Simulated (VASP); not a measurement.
# Ta in VASP: a series of runs, part 4 of 4

VASP 6.6.1. Earlier steps stand in the parts before.

### Step 6. Electric field gradients, PBEsol (volume scaled by 1.03)

The input, INCAR:

```
SYSTEM = Ta
PREC = Accurate
ENCUT = 520
EDIFF = 1E-8
ISMEAR = -1
SIGMA = 0.08
LREAL = .False.
LASPH = .True.
NELM = 60
ALGO = Normal
ISIF = 2
LWAVE = .False.
LCHARG = .False.
GGA = PS
LEFG = .True.
NBANDS = 12
```

The input, KPOINTS:

```
regular mesh
0
Gamma
  17 17 17
  0 0 0
```

The input, POSCAR:

```
Ta
1.0
   -1.6676303703      1.6676303703      1.6676303703
    1.6676303703     -1.6676303703      1.6676303703
    1.6676303703      1.6676303703     -1.6676303703
Ta
1
Direct
    0.0000000000      0.0000000000      0.0000000000
```

Potentials or basis: VASP PAW PBE potentials, release 64 (Ta_pv).

Launch:

```sh
$ cat potpaw_PBE.64/Ta_pv/POTCAR > POTCAR
$ mpirun -np 1 vasp_std > vasp.out
```

OUTCAR:

```text
SYSTEM = Ta
   PREC = Accurate
   ENCUT = 520
   EDIFF = 1E-8
   ISMEAR = -1
   LREAL = .False.
   LASPH = .True.
   NELM = 60
   ISIF = 2
   GGA = PS

 ion  position               nearest neighbor table
   1  0.000  0.000  0.000-

  LATTYP: Found a body centered cubic cell.
 ALAT       =     3.3352607406

  Lattice vectors:

 A1 = (  -1.6676303703,   1.6676303703,   1.6676303703)
 A2 = (   1.6676303703,  -1.6676303703,   1.6676303703)
 A3 = (   1.6676303703,   1.6676303703,  -1.6676303703)

Analysis of symmetry for initial positions (statically):
=====================================================================
 Subroutine PRICEL returns:
 Original cell was already a primitive cell.

 Routine SETGRP: Setting up the symmetry group for a
 body centered cubic supercell.

 Subroutine GETGRP returns: Found 48 space group operations
 (whereof 48 operations were pure point group operations)
 out of a pool of 48 trial point group operations.

The static configuration has the point symmetry O_h .

Analysis of symmetry for dynamics (positions and initial velocities):
=====================================================================
 Subroutine PRICEL returns:
 Original cell was already a primitive cell.

 Routine SETGRP: Setting up the symmetry group for a
 body centered cubic supercell.

 Subroutine GETGRP returns: Found 48 space group operations
 (whereof 48 operations were pure point group operations)
 out of a pool of 48 trial point group operations.

The dynamic configuration has the point symmetry O_h .

 Subroutine INISYM returns: Found 48 space group operations
 (whereof 48 operations are pure point group operations),
 and found     1 'primitive' translations

[... 154 lines left out ...]
      6       5.8048      0.00027
      7       5.8048      0.00027
      8       8.9701      0.00000
      9       8.9701      0.00000
     10      19.6438      0.00000
     11      19.9882      0.00000
     12      19.9882      0.00000
[... 331 lines left out ...]
 k-point    24 :       0.1765    0.1765    0.0000
  band No.  band energies     occupation
      1     -28.7486      2.00000
      2     -28.2867      2.00000
      3     -28.1283      2.00000
      4       0.4575      2.00000
      5       4.2759      1.99993
      6       4.5295      1.99824
      7       8.0460      0.00000
      8       9.6138      0.00000
      9       9.7665      0.00000
     10      19.3509      0.00000
     11      19.6987      0.00000
     12      21.5228      0.00000

 [... further k-points ...]
[... 5 lines left out ...]
  --------------------------------------------------------------------------------------
  -------------------------------------------------------------------------------------
  Total       -1.0535754     -1.0535754     -1.0535754      0.0000000      0.0000000      0.0000000
  in kB      -90.9948552    -90.9948552    -90.9948552      0.0000000      0.0000000      0.0000000
  external PRESSURE =     -90.9948552 kB  Pullay stress =       0.0000000 kB

 VOLUME and BASIS-vectors are now :
 -----------------------------------------------------------------------------
  energy-cutoff  :      520.00
  volume of cell :       18.55
      direct lattice vectors                 reciprocal lattice vectors
    -1.667630370  1.667630370  1.667630370     0.000000000  0.299826634  0.299826634
     1.667630370 -1.667630370  1.667630370     0.299826634  0.000000000  0.299826634
     1.667630370  1.667630370 -1.667630370     0.299826634  0.299826634  0.000000000

 POSITION                                       TOTAL-FORCE (eV/Angst)
 -----------------------------------------------------------------------------------
      0.00000      0.00000      0.00000         0.000000     -0.000000      0.000000
 -----------------------------------------------------------------------------------
    total drift:                               -0.000000      0.000000      0.000000

  FREE ENERGIE OF THE ION-ELECTRON SYSTEM (eV)
  ---------------------------------------------------
  free  energy   TOTEN  =       -12.5404658933 eV

  energy  without entropy=      -12.5119724876  energy(sigma->0) =      -12.52621919

 Electric field gradients (V/A^2)
---------------------------------------------------------------------
 ion       V_xx      V_yy      V_zz      V_xy      V_xz      V_yz
---------------------------------------------------------------------
   1      -0.000     0.000     0.000     0.000     0.000     0.000
---------------------------------------------------------------------

 Electric field gradients after diagonalization (V/A^2)
 (convention: |V_zz| > |V_xx| > |V_yy|)
----------------------------------------------------------------------
 ion       V_xx      V_yy      V_zz     asymmetry (V_yy - V_xx)/ V_zz
----------------------------------------------------------------------
   1      -0.000    -0.000     0.001       0.000
----------------------------------------------------------------------

           NMR quadrupolar parameters

 Cq : quadrupolar parameter    Cq=e*Q*V_zz/h
 eta: asymmetry parameters     (V_yy - V_xx)/ V_zz
 Q  : nuclear electric quadrupole moment in mb (millibarn)
----------------------------------------------------------------------
 ion       Cq(MHz)       eta       Q (mb)
----------------------------------------------------------------------
   1       0.000       0.000       1.000
----------------------------------------------------------------------
```

Wall time 16 s (1 thread of Intel Xeon Platinum 8488C (Sapphire Rapids), shared host); peak memory 0.16 GiB.

What came out:

```yaml
Free_energy: -12.5405 eV
Pressure: -9.1 GPa
```

Levels at points of the mesh, in eV from the Fermi level:
| k point | band 4 | band 5 | band 6 | band 7 | band 8 | band 9 |
| --- | --- | --- | --- | --- | --- | --- |
| (0.00, 0.00, 0.00) | -7.82 | 0.71 | 0.71 | 0.71 | 3.88 | 3.88 |

Caveat: without QUAD_EFG the Cq values of the log hold for a quadrupole moment of 1 mb, not for the nuclei; the PAW data sets were made with another functional, which shifts forces and pressure a little; spin-orbit coupling is left out, which moves the levels of the heavy elements.

### Step 7. The runs side by side

| cell | gap on the mesh (eV) | pressure (GPa) |
| --- | --- | --- |
| a = 2.889 Å, angles 110.3, 110.3, 107.9°, 1 atom | none | -9.0 |
| a = 2.898 Å, angles 108.9, 108.9, 110.5°, 1 atom | none | -10.8 |
| a = 2.802 Å, angles 109.5°, 1 atom | none | 10.0 |
| a = 2.831 Å, angles 109.5°, 1 atom | none | 2.7 |
| a = 2.888 Å, angles 109.5°, 1 atom | none | -9.1 |

Alike in all rows: task electric field gradients; level PBEsol; potentials or basis VASP PAW PBE potentials, release 64 (Ta_pv); no spin polarisation; k mesh 17 × 17 × 17; cutoff (eV) 520; smearing fermi-dirac 0.08 eV.

Caveats: the PAW data sets were made with another functional, which shifts forces and pressure a little; spin-orbit coupling is left out, which moves the levels of the heavy elements.

Absolute energies hang on the potentials; compare differences alone.
